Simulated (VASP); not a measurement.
# TiAl3 (P4mm) in VASP: notebook, part 2 of 2

VASP 6.6.1. Earlier steps stand in the parts before.

**3. Single point, PBEsol (atom 1 (Ti) moved +0.420 Å towards its neighbour atom 1 (Ti) at 3.948 Å)**

INCAR

```
SYSTEM = TiAl3
ALGO = Fast ; EDIFF = 1E-7
ENCUT = 520 ; GGA = PS
ISIF = 2 ; ISMEAR = 0
LASPH = .True. ; LCHARG = .False.
LREAL = .False. ; LWAVE = .False.
NBANDS = 18 ; NELM = 80
PREC = Accurate ; SIGMA = 0.15
```

KPOINTS

```
k-points
0
Gamma
  12 12 12
  0 0 0
```

POSCAR

```
TiAl3
1.0
    3.9483448106      0.0000000000      0.0000000000
    0.0000000000      3.9483448106      0.0000000000
    0.0000000000      0.0000000000      3.9483448106
Ti Al
1 3
Direct
   -0.1063736883      0.0000000000      0.0000000000
    0.5000000000      0.5000000000      0.0000000000
    0.5000000000      0.0000000000      0.5000000000
    0.0000000000      0.5000000000      0.5000000000
```

Potentials or basis: VASP PAW PBE potentials, release 64 (Ti_sv, Al).

On the command line:

```console
$ cat potpaw_PBE.64/Ti_sv/POTCAR potpaw_PBE.64/Al/POTCAR > POTCAR
$ mpirun -np 1 vasp_std > vasp.out
```

It took 6.5 min on 1 thread of Intel Xeon Platinum 8124M at 3.00GHz (Skylake/Cascade Lake), shared host; peak memory 0.32 GiB.

It converged, with:

* Free energy: -21.3018 eV
* Pressure: 5.8 GPa
* Largest force: 4.038 eV/Å
* Band gap on the k mesh: zero (an odd number of electrons rules out a gap without spin polarisation)

Forces on the atoms (eV/Å):
```
Ti   4.038  0.000  0.000
Al  -1.782  0.000  0.000
Al  -1.782  0.000  0.000
Al  -0.474  0.000  0.000
```

Stress tensor (GPa, compression positive):
```
6.88 0.00 0.00
0.00 5.27 0.00
0.00 0.00 5.27
```

Levels at points of the mesh, in eV from the Fermi level:
```tsv
k point	band 8	band 9	band 10	band 11	band 12	band 13
(0.00, 0.00, 0.00)	-2.12	-2.12	-1.68	0.21	0.27	0.27
(0.50, 0.00, 0.00)	-2.19	-2.19	0.46	0.70	0.81	0.81
(0.00, 0.50, 0.00)	-2.16	-2.02	-0.07	0.59	0.82	1.14
(0.50, 0.50, 0.00)	-4.94	-1.30	-1.22	0.66	0.73	1.25
(0.00, 0.50, 0.50)	-4.78	-1.05	-1.05	0.29	0.86	1.07
(0.50, 0.50, 0.50)	-4.70	-3.42	-3.42	-3.25	0.29	1.12
```

Caveat: the cell differs from its parent crystal (atom 1 (Ti) moved +0.420 Å towards its neighbour atom 1 (Ti) at 3.948 Å); the cell stands under pressure; the PAW data sets were made with another functional, which shifts forces and pressure a little.

**4. Single point, PBEsol (atom 1 (Ti) moved +0.300 Å towards its neighbour atom 1 (Ti) at 3.948 Å)**

INCAR

```
SYSTEM = TiAl3
  ALGO = Fast
  EDIFF = 1E-6
  ENCUT = 520
  GGA = PS
  ISIF = 2
  ISMEAR = 0
  LASPH = .TRUE.
  LCHARG = .FALSE.
  LREAL = .FALSE.
  LWAVE = .FALSE.
  NBANDS = 18
  NELM = 60
  PREC = Accurate
  SIGMA = 0.15
```

KPOINTS

```
k-points
0
G
  12 12 12
  0 0 0
```

POSCAR: that of step 3 with these lines changed.

```diff
@@ -8,3 +8,3 @@
 Direct
-   -0.1063736883      0.0000000000      0.0000000000
+   -0.0759812059      0.0000000000      0.0000000000
     0.5000000000      0.5000000000      0.0000000000
```

Potentials or basis: VASP PAW PBE potentials, release 64 (Ti_sv, Al).

On the command line:

```console
$ cat potpaw_PBE.64/Ti_sv/POTCAR potpaw_PBE.64/Al/POTCAR > POTCAR
$ mpirun -np 1 vasp_std > vasp.out
```

OUTCAR:

```text
SYSTEM = TiAl3
   EDIFF = 1E-6
   ENCUT = 520
   GGA = PS
   ISIF = 2
   ISMEAR = 0
   LASPH = .TRUE.
   LREAL = .FALSE.
   NELM = 60
   PREC = Accurate

 ion  position               nearest neighbor table
   1  0.924  0.000  0.000-   2 2.59   3 2.59   3 2.59   2 2.59   4 2.81   4 2.81   4 2.81   4 2.81
                             2 3.01   3 3.01   3 3.01   2 3.01
   2  0.500  0.500  0.000-   1 2.59   1 2.59   4 2.79   3 2.79   4 2.79   3 2.79   3 2.79   3 2.79
                             4 2.79   4 2.79   1 3.01   1 3.01
   3  0.500  0.000  0.500-   1 2.59   1 2.59   4 2.79   2 2.79   2 2.79   2 2.79   4 2.79   2 2.79
                             4 2.79   4 2.79   1 3.01   1 3.01
   4  0.000  0.500  0.500-   2 2.79   3 2.79   2 2.79   3 2.79   2 2.79   3 2.79   2 2.79   3 2.79
                             1 2.81   1 2.81   1 2.81   1 2.81

  LATTYP: Found a simple cubic cell.
 ALAT       =     3.9483448106

  Lattice vectors:

 A1 = (   3.9483448106,   0.0000000000,   0.0000000000)
 A2 = (   0.0000000000,   3.9483448106,   0.0000000000)
 A3 = (   0.0000000000,   0.0000000000,   3.9483448106)

Analysis of symmetry for initial positions (statically):
=====================================================================
 Subroutine PRICEL returns:
[... 175 lines left out ...]
  energy without entropy =      -21.68579843  energy(sigma->0) =      -21.69910938

 E-fermi :   9.0498     XC(G=0): -10.9224

 val. band max:        9.0495730451   @ k =   0.0000   0.2500   0.1667
 cond. band min:       9.0551722480   @ k =   0.5000   0.4167   0.0833
 fundamental gap:      0.0055992029
 Fermi energy:         9.0498208584

 k-point     1 :       0.0000    0.0000    0.0000
  band No.  band energies     occupation
      1     -47.5462      2.00000
      2     -23.9686      2.00000
      3     -23.9686      2.00000
      4     -23.9650      2.00000
      5      -1.7449      2.00000
      6       5.8829      2.00000
[... 481 lines left out ...]
      5      -0.6246      2.00000
      6       2.5349      2.00000
[... 10 lines left out ...]
     17      13.2059      0.00000
     18      14.9550      0.00000

 [... further k-points ...]
[... 5 lines left out ...]
  --------------------------------------------------------------------------------------
  -------------------------------------------------------------------------------------
  Total        1.4227158      1.0299452      1.0299452     -0.0000000      0.0000000      0.0000000
  in kB       37.0325407     26.8089312     26.8089312     -0.0000000      0.0000000      0.0000000
  external PRESSURE =      30.2168011 kB  Pullay stress =       0.0000000 kB

 VOLUME and BASIS-vectors are now :
 -----------------------------------------------------------------------------
  energy-cutoff  :      520.00
  volume of cell :       61.55
      direct lattice vectors                 reciprocal lattice vectors
     3.948344811  0.000000000  0.000000000     0.253270686  0.000000000  0.000000000
     0.000000000  3.948344811  0.000000000     0.000000000  0.253270686  0.000000000
     0.000000000  0.000000000  3.948344811     0.000000000  0.000000000  0.253270686

 POSITION                                       TOTAL-FORCE (eV/Angst)
 -----------------------------------------------------------------------------------
      3.64834      0.00000      0.00000         2.826829     -0.000000      0.000000
      1.97417      1.97417      0.00000        -1.247750      0.000000     -0.000000
      1.97417      0.00000      1.97417        -1.247750      0.000000     -0.000000
      0.00000      1.97417      1.97417        -0.331329      0.000000     -0.000000
 -----------------------------------------------------------------------------------
    total drift:                                0.006103     -0.000000      0.000001

  FREE ENERGIE OF THE ION-ELECTRON SYSTEM (eV)
  ---------------------------------------------------
  free  energy   TOTEN  =       -21.7124203245 eV

  energy  without entropy=      -21.6857984334  energy(sigma->0) =      -21.69910938
```

OSZICAR:

```text
N       E                     dE             d eps       ncg     rms          rms(c)
DAV:   1     0.119266187683E+03    0.11927E+03   -0.85554E+03  7056   0.108E+03
DAV:   2    -0.124295888340E+02   -0.13170E+03   -0.12783E+03  7158   0.292E+02
DAV:   3    -0.233436597883E+02   -0.10914E+02   -0.10748E+02 12552   0.685E+01
[... 18 lines left out ...]
RMM:  22    -0.217124146748E+02   -0.36004E-05   -0.36262E-05  9340   0.287E-02    0.142E-02
RMM:  23    -0.217124170649E+02   -0.23901E-05   -0.24176E-05  8946   0.222E-02    0.158E-02
RMM:  24    -0.217124185928E+02   -0.15279E-05   -0.15792E-05  8471   0.187E-02    0.151E-02
RMM:  25    -0.217124196240E+02   -0.10312E-05   -0.10933E-05  7925   0.158E-02    0.157E-02
RMM:  26    -0.217124203245E+02   -0.70048E-06   -0.75142E-06  7544   0.134E-02
   1 F= -.21712420E+02 E0= -.21699109E+02  d E =-.266219E-01
```

stdout:

```text
POSCAR found type information on POSCAR TiAl
 POSCAR found :  2 types and       4 ions
 scaLAPACK will be used
 -----------------------------------------------------------------------------
|                                                                             |
|                                                                             |
|     You enforced a specific xc type in the INCAR file but a different       |
|     I HOPE YOU KNOW WHAT YOU ARE DOING!                                     |
|                                                                             |
 -----------------------------------------------------------------------------

 LDA part: xc-table for (Slater+PW92), standard interpolation
 POSCAR, INCAR and KPOINTS ok, starting setup
 FFT: planning ... GRIDC
 FFT: planning ... GRID_SOFT
 FFT: planning ... GRID
 WAVECAR not read
 entering main loop
WARNING in EDDRMM: call to ZHEGV failed, returncode =   6  3      7
WARNING in EDDRMM: call to ZHEGV failed, returncode =   6  3      6
WARNING in EDDRMM: call to ZHEGV failed, returncode =   8  4     15
```

Run time: 7.9 min. Hardware: 1 thread of Intel Xeon Platinum 8124M at 3.00GHz (Skylake/Cascade Lake), shared host; peak memory 0.32 GiB.

Results:

```yaml
Free_energy: -21.7124 eV
Pressure: 3.0 GPa
Largest_force: 2.827 eV/Å
Band_gap_on_the_k_mesh: zero (an odd number of electrons rules out a gap without spin polarisation)
```

Forces in eV/Å, atoms in the order of the input:
```
Ti   2.827  0.000  0.000
Al  -1.248  0.000  0.000
Al  -1.248  0.000  0.000
Al  -0.331  0.000  0.000
```

Levels at points of the mesh, in eV from the Fermi level:
```csv
k point,band 8,band 9,band 10,band 11,band 12,band 13
"(0.00, 0.00, 0.00)",-2.15,-2.15,-1.91,0.18,0.21,0.21
"(0.50, 0.00, 0.00)",-2.24,-2.24,0.43,0.71,0.78,0.78
"(0.00, 0.50, 0.00)",-2.19,-2.15,0.06,0.81,0.83,1.00
"(0.50, 0.50, 0.00)",-5.00,-1.29,-1.25,0.64,0.79,1.20
"(0.00, 0.50, 0.50)",-4.92,-1.15,-1.15,0.38,0.87,1.11
"(0.50, 0.50, 0.50)",-4.82,-3.47,-3.47,-3.38,0.24,1.17
```

Caveat: the cell differs from its parent crystal (atom 1 (Ti) moved +0.300 Å towards its neighbour atom 1 (Ti) at 3.948 Å); the cell stands under pressure; the PAW data sets were made with another functional, which shifts forces and pressure a little.

**5. Overview**

| cell | further INCAR settings | gap on the mesh (eV) | pressure (GPa) | largest force (eV/Å) |
| --- | --- | --- | --- | --- |
| as given, atomic positions A | ALGO = Fast; EDIFF = 1e-06; NBANDS = 18 | none | 9.3 | 5.33 |
| as given, atomic positions B | ALGO = Fast; EDIFF = 1e-07; NBANDS = 18 | none | 5.8 | 4.04 |
| as given, atomic positions C | ALGO = Fast; EDIFF = 1e-06; NBANDS = 18 | none | 3.0 | 2.83 |

Alike in all rows: task single point; level PBEsol; potentials or basis VASP PAW PBE potentials, release 64 (Ti_sv, Al); no spin polarisation; k mesh 12 × 12 × 12; cutoff (eV) 520; smearing gaussian 0.15 eV.

Caveats: the cell stands under pressure; the PAW data sets were made with another functional, which shifts forces and pressure a little.

Total energies depend on the potentials used, so only differences within one code and one set of settings carry meaning.
